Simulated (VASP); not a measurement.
## TaSi2: single point with LDA

TaSi2:

```
Ta Si
1.0
     4.73235    0.00000    0.00000
    -2.36618    4.09834    0.00000
     0.00000    0.00000    6.51692
Ta Si
3 6
Direct
  0.00000 0.50000 0.16667
  0.50000 0.50000 0.83333
  0.50000 0.00000 0.50000
  0.84067 0.68134 0.50000
  0.15933 0.84067 0.83333
  0.68134 0.84067 0.16667
  0.15933 0.31866 0.50000
  0.84067 0.15933 0.83333
  0.31866 0.15933 0.16667
```

```
Program             : VASP 6.6.1
Task                : single point
Functional          : LDA
Potentials or basis : VASP PAW LDA potentials, release 64 (Ta_pv, Si)
Cutoff              : 520 eV
k mesh              : 12 × 12 × 6
Occupations         : gaussian, width 0.1 eV
Spin                : no spin polarisation
```

| Quantity | Value |
| --- | --- |
| Pressure | 0.7 GPa |

Stress tensor (GPa, compression positive):
```
0.64 0.00 0.00
0.00 0.64 0.00
0.00 0.00 0.72
```

Levels at points of the mesh, in eV from the Fermi level:
| k point | band 27 | band 28 | band 29 | band 30 | band 31 | band 32 |
| --- | --- | --- | --- | --- | --- | --- |
| (0.00, 0.00, 0.00) | -2.23 | -2.23 | -1.40 | 0.71 | 3.12 | 3.12 |
| (0.50, 0.00, 0.00) | -0.80 | -0.13 | -0.01 | 0.87 | 1.25 | 1.64 |
| (0.00, 0.00, 0.50) | -1.71 | -1.71 | 1.11 | 1.11 | 2.77 | 2.77 |
| (0.50, 0.00, 0.50) | -1.85 | -0.72 | -0.24 | 1.60 | 2.02 | 2.60 |

It used 190 s of CPU time on 1 thread of Intel(R) Xeon(R) Platinum 8488C (Sapphire Rapids), on a shared host.

Caveat: spin-orbit coupling is left out, which moves the levels of the heavy elements.
